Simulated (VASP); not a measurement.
Runs of VASP 6.6.1 on NiO2. The structure is that of space group P-3m1 (No. 164), or close to it. The cells are those of the table. 

| task | level | potentials or basis | cell | cutoff (eV) | smearing | second run | gap on the mesh (eV) | pressure (GPa) | largest force (eV/Å) |
| --- | --- | --- | --- | --- | --- | --- | --- | --- | --- |
| single point | r2SCAN | VASP PAW PBE potentials, release 64 (Ni, O) | a = 2.763, b = 2.763, c = 4.206 Å, angles 90.0, 90.0, 120.0°, 3 atoms | 520 | gaussian 0.02 eV | - | 1.25 | (a) | 0.59 |
| single point | LDA | VASP PAW LDA potentials, release 64 (Ni, O) | a = 2.763, b = 2.763, c = 4.206 Å, angles 90.0, 90.0, 120.0°, 3 atoms | 520 | gaussian 0.02 eV | - | 0.74 | 1.2 | 0.09 |
| single point | LDA | VASP PAW LDA potentials, release 64 (Ni_sv_GW, O) | a = 2.763, b = 2.763, c = 4.206 Å, angles 90.0, 90.0, 120.0°, 3 atoms | 600 | gaussian 0.05 eV | valence_matched | 0.76 | 0.0 | 0.11 |
| single point | LDA | VASP PAW LDA potentials, release 64 (Ni_sv_GW, O) | a = 2.763, b = 2.763, c = 4.206 Å, angles 90.0, 90.0, 120.0°, 3 atoms | 600 | gaussian 0.02 eV | valence_matched | 0.76 | 0.0 | 0.11 |
| single point | LDA | VASP PAW LDA potentials, release 64 (Ni, O) | a = 2.763, b = 2.763, c = 4.206 Å, angles 90.0, 90.0, 120.0°, 3 atoms | 520 | gaussian 0.05 eV | - | 0.74 | 1.2 | 0.09 |
| relaxation of cell and atoms | LDA | VASP PAW LDA potentials, release 64 (Ni, O) | relaxed from a = 2.762, b = 2.762, c = 4.204 Å, angles 90.0, 90.0, 120.0°, 3 atoms | 600 | gaussian 0.02 eV | - | 0.69 | 0.0 | - |

Alike in all rows: no spin polarisation; k mesh 12 × 12 × 6.

Problem. Fill in the values left out.

Solution. (a) 9.5.

Caveats: the PAW data sets were made with another functional, which shifts forces and pressure a little (some runs).

A k mesh can miss the band edges.

The runs don't all hold the same shells in valence.
